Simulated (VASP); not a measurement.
Set up this calculation in VASP 6.6.1, as the native input.

| Item | Value |
| --- | --- |
| Task | single point |
| Functional | PBE |
| Potentials or basis | VASP PAW PBE potentials, release 64 (W_sv, Se) |
| Cutoff | 520 eV |
| k mesh | 4 × 4 × 4 |
| Occupations | gaussian, width 0.01 eV |
| Spin | no spin polarisation |
| Dipole correction | no |
| Further INCAR settings | ALGO = Normal; EDIFF = 1e-07; NBANDS = 20 |

The structure of WSe2 lies in POSCAR:

```
WSe2
1.0
    1.6510739550      0.9532479924      6.5796479589
   -1.6510739550      0.9532479924      6.5796479589
    0.0000000000     -1.9064959847      6.5796479589
W Se
1 2
Direct
   -0.0000183143     -0.0000183143     -0.0000183143
    0.4176504314      0.4176504314      0.4176504314
    0.2490345495      0.2490345495      0.2490345495
```

These files were run (other wordings do the same):

INCAR

```
SYSTEM = WSe2
  ALGO = Normal
  EDIFF = 1E-7
  ENCUT = 520
  GGA = PE
  ISIF = 2
  ISMEAR = 0
  LASPH = .True.
  LCHARG = .True.
  LELF = .True.
  LREAL = .False.
  LVHAR = .True.
  LWAVE = .False.
  NBANDS = 20
  NELM = 100
  PREC = Accurate
  SIGMA = 0.01
```

KPOINTS

```
k-points
0
Gamma
  4 4 4
  0 0 0
```

Potentials or basis: VASP PAW PBE potentials, release 64 (W_sv, Se).

Command:

```bash
$ cat potpaw_PBE.64/W_sv/POTCAR potpaw_PBE.64/Se/POTCAR > POTCAR
$ mpirun -np 1 vasp_std > vasp.out
```

It gave:

```
Pressure               : 3.3 GPa
Largest force          : 0.271 eV/Å
Band gap on the k mesh : 1.38 eV, indirect (least direct gap 2.23 eV)
```

Caveat: the k points lie up to 0.56 Å⁻¹ apart; spin-orbit coupling is left out, which moves the levels of the heavy elements.

It took 67 s on 1 thread of Intel(R) Xeon(R) Platinum 8375C CPU @ 2.90GHz (Ice Lake), on a shared host, peak memory 0.37 GiB.
